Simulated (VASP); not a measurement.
# Si (I4/mmm) in VASP: a series of runs, part 2 of 2

VASP 6.6.1. The steps go on from the part before.

### 5 Single point, PBEsol (20.05 Å³/atom)

This run uses another cell than the first one, of 20.05 Å³/atom.

The input, INCAR:

```
ALGO = Normal
EDIFF = 1E-7
ENCUT = 520
GGA = PS
ISIF = 2
ISMEAR = 0
LASPH = True
LCHARG = True
LELF = True
LREAL = False
LVHAR = True
LWAVE = False
NBANDS = 16
NELM = 80
PREC = Accurate
SIGMA = 0.03
```

The input, KPOINTS:

```
k-points
0
Gamma
  12 12 12
```

The input, POSCAR:

```
Si
1.0
   -3.3958989103      3.3958989103      1.7383606522
    3.3958989103     -3.3958989103      1.7383606522
    3.3958989103      3.3958989103     -1.7383606522
Si
4
Direct
    0.1787304307      0.1787304307      0.3574608614
    0.8212695693      0.8212695693      0.6425391386
    0.1787304307      0.8212695693      0.0000000000
    0.8212695693      0.1787304307      0.0000000000
```

Potentials or basis: VASP PAW PBE potentials, release 64 (Si).

Started as:

```bash
cat potpaw_PBE.64/Si/POTCAR > POTCAR
mpirun -np 1 vasp_std > vasp.out
```

OUTCAR:

```text
EDIFF = 1E-7
   ENCUT = 520
   GGA = PS
   ISIF = 2
   ISMEAR = 0
   LASPH = True
   LREAL = False
   NELM = 80
   PREC = Accurate

 ion  position               nearest neighbor table
   1  0.179  0.179  0.357-   2 2.21   2 2.21   3 2.43   4 2.43
   2  0.821  0.821  0.643-   1 2.21   1 2.21   4 2.43   3 2.43
   3  0.179  0.821  0.000-   4 2.21   4 2.21   2 2.43   1 2.43
   4  0.821  0.179  0.000-   3 2.21   3 2.21   2 2.43   1 2.43

  LATTYP: Found a body centered tetragonal cell.
 ALAT       =     6.7917978206
 C/A-ratio  =     0.5119000000

  Lattice vectors:

 A1 = (  -3.3958989103,   3.3958989103,   1.7383606522)
 A2 = (   3.3958989103,  -3.3958989103,   1.7383606522)
 A3 = (   3.3958989103,   3.3958989103,  -1.7383606522)

Analysis of symmetry for initial positions (statically):
=====================================================================
 Subroutine PRICEL returns:
 Original cell was already a primitive cell.

 Routine SETGRP: Setting up the symmetry group for a
 body centered tetragonal supercell.

 Subroutine GETGRP returns: Found 16 space group operations
 (whereof 16 operations were pure point group operations)
 out of a pool of 16 trial point group operations.

The static configuration has the point symmetry D_4h.

Analysis of symmetry for dynamics (positions and initial velocities):
=====================================================================
 Subroutine PRICEL returns:
 Original cell was already a primitive cell.

 Routine SETGRP: Setting up the symmetry group for a
 body centered tetragonal supercell.

 Subroutine GETGRP returns: Found 16 space group operations
 (whereof 16 operations were pure point group operations)
 out of a pool of 16 trial point group operations.

The dynamic configuration has the point symmetry D_4h.

 Subroutine INISYM returns: Found 16 space group operations
 (whereof 16 operations are pure point group operations),
 and found     1 'primitive' translations

----------------------------------------------------------------------------------------

                                     Primitive cell

  volume of cell :      80.1880

  direct lattice vectors                    reciprocal lattice vectors
    -3.395898910  3.395898910  1.738360652     0.000000000  0.147236421  0.287627311
     3.395898910 -3.395898910  1.738360652     0.147236421  0.000000000  0.287627311
     3.395898910  3.395898910 -1.738360652     0.147236421  0.147236421  0.000000000

  length of vectors
     5.107460874  5.107460874  5.107460874     0.323122320  0.323122320  0.208223743

  position of ions in fractional coordinates (direct lattice)
     0.178730431  0.178730431  0.357460861
     0.821269569  0.821269569  0.642539139
     0.178730431  0.821269569  0.000000000
     0.821269569  0.178730431  0.000000000

  ion indices of the primitive-cell ions
   primitive index   ion index
                 1           1
                 2           2
                 3           3
                 4           4

----------------------------------------------------------------------------------------

 KPOINTS: k-points

Automatic generation of k-mesh.
 Grid dimensions read from file:
 generate k-points for:   12   12   12

 Generating k-lattice:

  Cartesian coordinates                     Fractional coordinates (reciprocal lattice)
     0.000000000  0.012269702  0.023968943     0.083333333 -0.000000000  0.000000000
     0.012269702  0.000000000  0.023968943    -0.000000000  0.083333333  0.000000000
     0.012269702  0.012269702  0.000000000     0.000000000  0.000000000  0.083333333

  Length of vectors
     0.026926860  0.026926860  0.017351979

  Shift w.r.t. Gamma in fractional coordinates (k-lattice)
     0.000000000  0.000000000  0.000000000

 Subroutine IBZKPT returns following result:
 ===========================================

 Found    163 irreducible k-points:

 Following reciprocal coordinates:
            Coordinates               Weight
  0.000000  0.000000  0.000000      1.000000
  0.083333  0.000000  0.000000      8.000000
  0.166667  0.000000 -0.000000      8.000000
  0.250000  0.000000 -0.000000      8.000000
  0.333333  0.000000 -0.000000      8.000000
  0.416667  0.000000 -0.000000      8.000000
[... 16 lines left out ...]
  0.500000  0.166667 -0.000000     16.000000
 -0.416667  0.166667  0.000000     16.000000
 [... further k-points ...]
   k-points           NKPTS =    163   k-points in BZ     NKDIM =    163   number of bands    NBANDS=     16
   number of dos      NEDOS =    301   number of ions     NIONS =      4
   total plane-waves  NPLWV =  64000
   dimension x,y,z NGX =    40 NGY =   40 NGZ =   40
   dimension x,y,z NGXF=    80 NGYF=   80 NGZF=   80
   ions per type =               4
   NGX,Y,Z   is equivalent  to a cutoff of  13.02, 13.02, 13.02 a.u.
   NGXF,Y,Z  is equivalent  to a cutoff of  26.04, 26.04, 26.04 a.u.
 SYSTEM =  unknown system
   PREC   = accura    normal or accurate (medium, high low for compatibility)
   ISTART =      0    job   : 0-new  1-cont  2-samecut
   ICHARG =      2    charge: 1-file 2-atom 10-const
   ISPIN  =      1    spin polarized calculation?
   LNONCOLLINEAR =      F non collinear calculations
   LSORBIT =      F    spin-orbit coupling
   LASPH  =      T    aspherical Exc in radial PAW
   ENCUT  =  520.0 eV  38.22 Ry    6.18 a.u.   9.50  9.50  9.50*2*pi/ulx,y,z
   NELM   =     80;   NELMIN=  2; NELMDL= -5     # of ELM steps
   EDIFF  = 0.1E-06   stopping-criterion for ELM
   LREAL  =      F    real-space projection
   EDIFFG = 0.1E-05   stopping-criterion for IOM
   NSW    =      0    number of steps for IOM
   IBRION =     -1    ionic relax: 0-MD 1-quasi-New 2-CG
   NFREE  =      0    steps in history (QN), initial steepest desc. (CG)
   ISIF   =      2    stress and relaxation
   ISYM   =      2    0-nonsym 1-usesym 2-fastsym
   POTIM  = 0.5000    time-step for ionic-motion
   TEBEG  =    0.0;   TEEND  =   0.0 temperature during run
   PSTRESS=    0.0 pullay stress
   NELECT =      16.0000    total number of electrons
   NUPDOWN=      -1.0000    fix difference up-down
   EMIN   =  10.00;   EMAX   =-10.00  energy-range for DOS
   EFERMI =   0.00;   METHOD = LEGACY
   ISMEAR =     0;   SIGMA  =   0.03  broadening in eV -4-tet -1-fermi 0-gaus
   EFERMI_NEDOS =   21; number of points for ismear=-14 and -15
   IALGO  =     38    algorithm
   IMIX   =      4    mixing-type and parameters
     AMIX     =   0.40;   BMIX     =  1.00
     AMIX_MAG =   1.60;   BMIX_MAG =  1.00
  volume/ion in A,a.u.               =      20.05       135.28
  Fermi-wavevector in a.u.,A,eV,Ry     =   0.956632  1.807773 12.451308  0.915145
  Thomas-Fermi vector in A             =   2.085578
   LORBIT       =      0    0 simple, 1 ext, 2 COOP (PROOUT), +10 PAW based schemes
   GGA     = PS    functional components
   LHFCALC =     F    Hartree Fock is set to
   AEXX    =    0.0000 exact exchange contribution
   IVDW    =     0    specifies the selected vdW correction
   LEPSILON=     F    determine dielectric tensor
   LRPA    =     F    only Hartree local field effects (RPA)
 non-spin polarized calculation
 Gauss-broadening in eV      SIGMA  =   0.03
  energy-cutoff  :      520.00
  volume of cell :       80.19
 maximum number of plane-waves:      2185
 NGX is ok and might be reduce to    40
   NGX = 19   NGY = 19   NGZ = 19

 number of electron      16.0000000 magnetization

 Free energy of the ion-electron system (eV)
  ---------------------------------------------------
  ext. energy  EPLUGINS =         0.00000000
  ---------------------------------------------------
  free energy    TOTEN  =       -21.96096461 eV

  energy without entropy =      -21.96073165  energy(sigma->0) =      -21.96084813

 E-fermi :   6.0335     XC(G=0):  -9.4497

 val. band max:        6.0321088908   @ k =  -0.1667  -0.1667   0.0833
 cond. band min:       6.0450258526   @ k =   0.5000   0.5000   0.3333
 fundamental gap:      0.0129169618
 Fermi energy:         6.0334962752

 k-point     1 :       0.0000    0.0000    0.0000
  band No.  band energies     occupation
      1      -6.5187      2.00000
      2      -2.8697      2.00000
      3       0.1093      2.00000
      4       0.1093      2.00000
      5       1.9173      2.00000
      6       5.2057      2.00000
[... 8 lines left out ...]
     15      12.6026      0.00000
     16      13.2354      0.00000
[... 419 lines left out ...]
 k-point    24 :      -0.4167    0.1667    0.0000
  band No.  band energies     occupation
      1      -5.3421      2.00000
      2      -3.2815      2.00000
      3      -0.7085      2.00000
      4       1.2991      2.00000
      5       1.9245      2.00000
      6       2.8561      2.00000
[... 8 lines left out ...]
     15      12.5509      0.00000
     16      13.3913      0.00000

 [... further k-points ...]
[... 5 lines left out ...]
  --------------------------------------------------------------------------------------
  -------------------------------------------------------------------------------------
  Total       -0.5368289     -0.5368289     11.9096762      0.0000000      0.0000000     -0.0000000
  in kB      -10.7259822    -10.7259822    237.9584638      0.0000000      0.0000000     -0.0000000
  external PRESSURE =      72.1688331 kB  Pullay stress =       0.0000000 kB

 VOLUME and BASIS-vectors are now :
 -----------------------------------------------------------------------------
  energy-cutoff  :      520.00
  volume of cell :       80.19
      direct lattice vectors                 reciprocal lattice vectors
    -3.395898910  3.395898910  1.738360652     0.000000000  0.147236421  0.287627311
     3.395898910 -3.395898910  1.738360652     0.147236421  0.000000000  0.287627311
     3.395898910  3.395898910 -1.738360652     0.147236421  0.147236421  0.000000000

 POSITION                                       TOTAL-FORCE (eV/Angst)
 -----------------------------------------------------------------------------------
      1.21390      1.21390      0.00000        -1.132634     -1.132634     -0.000000
      2.18200      2.18200      1.73836         1.132634      1.132634      0.000000
      2.18200     -2.18200      1.73836         1.132634     -1.132634     -0.000000
     -2.18200      2.18200      1.73836        -1.132634      1.132634     -0.000000
 -----------------------------------------------------------------------------------
    total drift:                               -0.000000     -0.000000      0.000000

  FREE ENERGIE OF THE ION-ELECTRON SYSTEM (eV)
  ---------------------------------------------------
  free  energy   TOTEN  =       -21.9609646118 eV

  energy  without entropy=      -21.9607316458  energy(sigma->0) =      -21.96084813
```

OSZICAR:

```text
N       E                     dE             d eps       ncg     rms          rms(c)
DAV:   1     0.247241665825E+02    0.24724E+02   -0.59495E+03  5216   0.817E+02
DAV:   2    -0.207881917078E+02   -0.45512E+02   -0.41268E+02  7160   0.120E+02
DAV:   3    -0.225885518405E+02   -0.18004E+01   -0.17869E+01  7040   0.224E+01
DAV:   4    -0.226104528152E+02   -0.21901E-01   -0.21896E-01  6720   0.317E+00
DAV:   5    -0.226108800587E+02   -0.42724E-03   -0.42723E-03  7160   0.419E-01    0.763E+00
DAV:   6    -0.221478714199E+02    0.46301E+00   -0.22354E-01  6248   0.230E+00    0.452E+00
DAV:   7    -0.219594928122E+02    0.18838E+00   -0.40190E-01  6512   0.306E+00    0.447E-01
DAV:   8    -0.219615655602E+02   -0.20727E-02   -0.42990E-02  6096   0.119E+00    0.268E-01
DAV:   9    -0.219607922726E+02    0.77329E-03   -0.35704E-03  6720   0.370E-01    0.136E-01
DAV:  10    -0.219609316403E+02   -0.13937E-03   -0.48534E-04  6656   0.128E-01    0.624E-02
DAV:  11    -0.219609590722E+02   -0.27432E-04   -0.13193E-04  6720   0.654E-02    0.177E-02
DAV:  12    -0.219609664200E+02   -0.73478E-05   -0.24503E-05  7232   0.259E-02    0.149E-02
DAV:  13    -0.219609651581E+02    0.12619E-05   -0.44225E-06  6648   0.116E-02    0.690E-03
DAV:  14    -0.219609644792E+02    0.67885E-06   -0.39520E-06  7008   0.105E-02    0.454E-03
DAV:  15    -0.219609645813E+02   -0.10209E-06   -0.45841E-07  6056   0.387E-03    0.344E-03
DAV:  16    -0.219609646118E+02   -0.30517E-07   -0.78933E-09  3672   0.630E-04
   1 F= -.21960965E+02 E0= -.21960848E+02  d E =-.232966E-03
```

Run time: 6.4 min. Hardware: 1 thread of Intel Xeon Platinum 8375C at 2.90GHz (Ice Lake), shared host; peak memory 0.32 GiB.

What came out:

```yaml
Free_energy: -21.9610 eV
Pressure: 7.2 GPa
Largest_force: 1.602 eV/Å
Band_gap_on_the_k_mesh: zero (bands 8 and 9 overlap by 0.47 eV)
```

Forces in eV/Å, atoms in the order of the input:
```
Si  -1.133 -1.133  0.000
Si   1.133  1.133  0.000
Si   1.133 -1.133  0.000
Si  -1.133  1.133  0.000
```

Stress tensor (GPa, compression positive):
```
-1.07  0.00  0.00
 0.00 -1.07  0.00
 0.00  0.00 23.80
```

Caveat: the stress differs along the axes, from -1 to 24 GPa; semilocal functionals underestimate gaps, and a narrow one can read as zero; the PAW data sets were made with another functional, which shifts forces and pressure a little.

### 6 Single point, PBEsol (20.05 Å³/atom)

This run uses another cell than the first one, of 20.05 Å³/atom.

The input, INCAR:

```
ALGO = Normal ; EDIFF = 1E-6
ENCUT = 520 ; GGA = PS
ISIF = 2 ; ISMEAR = 0
LASPH = T ; LCHARG = F
LREAL = F ; LWAVE = F
NBANDS = 16 ; NELM = 100
PREC = Accurate ; SIGMA = 0.03
```

KPOINTS is that of step 5.

The input, POSCAR:

```
Si
1.0
   -3.2186726237      3.2186726237      1.9350659814
    3.2186726237     -3.2186726237      1.9350659814
    3.2186726237      3.2186726237     -1.9350659814
Si
4
Direct
    0.1787304307      0.1787304307      0.3574608614
    0.8212695693      0.8212695693      0.6425391386
    0.1787304307      0.8212695693      0.0000000000
    0.8212695693      0.1787304307      0.0000000000
```

Potentials or basis: VASP PAW PBE potentials, release 64 (Si).

Started as:

```bash
cat potpaw_PBE.64/Si/POTCAR > POTCAR
mpirun -np 1 vasp_std > vasp.out
```

Wall time 4.3 min (1 thread of Intel Xeon Platinum 8375C at 2.90GHz (Ice Lake), shared host); peak memory 0.32 GiB.

It converged, with:

```
Free energy            : -22.4206 eV
Pressure               : 5.4 GPa
Largest force          : 0.681 eV/Å
Band gap on the k mesh : zero (bands 8 and 9 overlap by 0.11 eV)
```

Forces in eV/Å, atoms in the order of the input:
```
Si   0.481  0.481  0.000
Si  -0.481 -0.481  0.000
Si  -0.481  0.481  0.000
Si   0.481 -0.481  0.000
```

Stress tensor (GPa, compression positive):
```
8.02 0.00 0.00
0.00 8.02 0.00
0.00 0.00 0.29
```

Levels at points of the mesh, in eV from the Fermi level:
| k point | band 5 | band 6 | band 7 | band 8 | band 9 | band 10 | band 11 | band 12 |
| --- | --- | --- | --- | --- | --- | --- | --- | --- |
| (0.00, 0.00, 0.00) | -4.03 | -1.69 | -1.69 | -0.65 | 0.99 | 1.69 | 1.69 | 2.34 |
| (0.50, 0.00, 0.00) | -4.59 | -3.71 | -2.56 | -1.31 | 0.76 | 2.61 | 3.05 | 3.49 |
| (0.50, 0.50, 0.00) | -2.94 | -2.33 | -1.87 | -1.80 | 1.30 | 1.59 | 2.00 | 4.23 |
| (0.50, 0.50, 0.50) | -3.37 | -0.22 | -0.13 | 0.13 | 0.13 | 3.57 | 4.03 | 4.33 |

Caveat: the stress differs along the axes, from 0 to 8 GPa; semilocal functionals underestimate gaps, and a narrow one can read as zero; the PAW data sets were made with another functional, which shifts forces and pressure a little.

### 7 Summary

| cell | gap on the mesh (eV) | pressure (GPa) | largest force (eV/Å) |
| --- | --- | --- | --- |
| a = 5.016 Å, angles 97.1, 97.1, 138.7°, 4 atoms | none | 9.7 | 1.13 |
| a = 4.936 Å, angles 98.2, 98.2, 135.6°, 4 atoms | none | 8.7 | 0.13 |
| a = 4.865 Å, angles 99.4, 99.4, 132.3°, 4 atoms | none | 9.0 | 1.51 |
| a = 5.107 Å, angles 96.7, 96.7, 140.2°, 4 atoms | none | 7.2 | 1.60 |
| a = 4.946 Å, angles 98.8, 98.8, 133.9°, 4 atoms | none | 5.4 | 0.68 |

Alike in all rows: task single point; level PBEsol; potentials or basis VASP PAW PBE potentials, release 64 (Si); no spin polarisation; k mesh 12 × 12 × 12; cutoff (eV) 520; smearing gaussian 0.03 eV.

Caveats: semilocal functionals underestimate gaps, and a narrow one can read as zero; the PAW data sets were made with another functional, which shifts forces and pressure a little; the stress differs along the axes, from 4 to 22 GPa (at least some runs); the cell stands under pressure (at least some runs); the stress differs along the axes, from -2 to 14 GPa (at least some runs); the stress differs along the axes, from -1 to 24 GPa (at least some runs); the stress differs along the axes, from 0 to 8 GPa (at least some runs).

Absolute energies hang on the potentials; compare differences alone.

The gap in the log of VASP goes by the Fermi energy; the results here count the filled bands.